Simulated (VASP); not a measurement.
A run of VASP 6.6.1:

File INCAR:

```
ALGO = Normal
EDIFF = 1E-7
ENCUT = 520
GGA = PE
ISIF = 2
ISMEAR = -1
LASPH = T
LCHARG = T
LELF = T
LREAL = F
LVHAR = T
LWAVE = F
NBANDS = 11
NELM = 60
PREC = Accurate
SIGMA = 0.05
```

File KPOINTS:

```
k-points
0
Gamma
  8 8 8
```

The input POSCAR:

```
Ca
1.0
   -2.2839327222      2.2839327222      2.2839327222
    2.2839327222     -2.2839327222      2.2839327222
    2.2839327222      2.2839327222     -2.2839327222
Ca
1
Direct
    0.0000000000      0.0000000000      0.0000000000
```

Potentials or basis: VASP PAW PBE potentials, release 64 (Ca_sv).

Launch:

```console
$ cat potpaw_PBE.64/Ca_sv/POTCAR > POTCAR
$ mpirun -np 1 vasp_std > vasp.out
```

Hardware: 1 thread of Intel(R) Xeon(R) 6975P-C (Granite Rapids) (shared host).

Task: How long does it take, and how much memory?

Result: Wall time 8.1 s on 1 thread of Intel(R) Xeon(R) 6975P-C (Granite Rapids), with other jobs on the host, peak memory 0.17 GiB. Counts: scf iterations 13, k points 29.
